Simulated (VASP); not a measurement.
A run of VASP 6.6.1 is set up as follows.

Contents of INCAR:

```
PREC     = Accurate       # precision mode
ENCUT    = 600            # plane-wave cutoff, eV
EDIFF    = 1E-7           # SCF threshold, eV
ISMEAR   = -1             # smearing method
SIGMA    = 0.05           # smearing width, eV
LREAL    = False          # projectors in reciprocal space
LASPH    = True           # aspherical terms in the spheres
NELM     = 150            # most SCF steps
ALGO     = Normal         # electronic algorithm
ISIF     = 3              # what is computed and relaxed
LWAVE    = False          # write WAVECAR
LCHARG   = False          # write CHGCAR
LNONCOLLINEAR= True           # non-collinear magnetism
MAGMOM   = 0 0 0 0 0 0    # initial moments
LORBIT   = 11             # projections on sites
LSORBIT  = True           # spin-orbit coupling
GGA_COMPAT= False        
LORBMOM  = True         
GGA      = PS             # functional
IBRION   = 2              # ionic algorithm
NSW      = 80             # ionic steps
EDIFFG   = -0.02          # ionic threshold
```

File KPOINTS:

```
Automatic mesh
0
Gamma
  6 6 6
```

File POSCAR:

```
InP
1.0
    0.0000000000      2.9305000000      2.9305000000
    2.9305000000      0.0000000000      2.9305000000
    2.9305000000      2.9305000000      0.0000000000
In P
1 1
Direct
    0.0000000000      0.0000000000      0.0000000000
    0.7500000000      0.7500000000      0.7500000000
```

Potentials or basis: VASP PAW PBE potentials, release 64 (In_d, P).

The run is started by

```sh
$ cat potpaw_PBE.64/In_d/POTCAR potpaw_PBE.64/P/POTCAR > POTCAR
$ mpirun -np 1 vasp_ncl > vasp.out
```

What does it give for the net moment?

0.00 μB per cell.

Predict the relaxed cell.

a = 4.156 Å, b = 4.156 Å, c = 4.156 Å, α = 60.00°, β = 60.00°, γ = 60.00°.

Final structure:
```
CELL_PARAMETERS angstrom
0.00000 2.93862 2.93862
2.93862 0.00000 2.93862
2.93862 2.93862 0.00000
ATOMIC_POSITIONS crystal
In 0.00000 0.00000 0.00000
P 0.75000 0.75000 0.75000
```

 Zero-point motion and thermal expansion aren't in these numbers.
